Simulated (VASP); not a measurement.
The system is C.

```
C
1.0
     0.00000    1.79518    1.79518
     1.79518    0.00000    1.79518
     1.79518    1.79518    0.00000
C
2
Direct
  0.75000 0.75000 0.75000
  0.50000 0.50000 0.50000
```

This cell differs from its parent crystal: volume scaled by 1.02.

Base run:

```yaml
Program: VASP 6.6.1
Functional: PBEsol
Potentials_or_basis: VASP PAW PBE potentials, release 64 (C)
Cutoff: 520 eV
k_mesh: 13 × 13 × 13
Occupations: fermi-dirac, width 0.05 eV
Spin: no spin polarisation
```

Its results: band gap on the k mesh 3.97 eV, indirect (least direct gap 5.49 eV); pressure -12.1 GPa.

Question: The run is repeated on the same cell with these changes: potentials or basis from VASP PAW PBE potentials, release 64 (C) to VASP PAW PBE potentials, release 64 (C_h); cutoff from 520 eV to 910 eV. What comes out?

Answer: Band gap on the k mesh 3.97 eV, indirect (least direct gap 5.49 eV); pressure -13.1 GPa.

Caveats: the PAW data sets were made with another functional, which shifts forces and pressure a little; the cutoff is under 1.25 times the usual one of these potentials, so pressure, stress and relaxed cells hold a basis-set (Pulay) error (some runs).

A k mesh can miss the band edges.
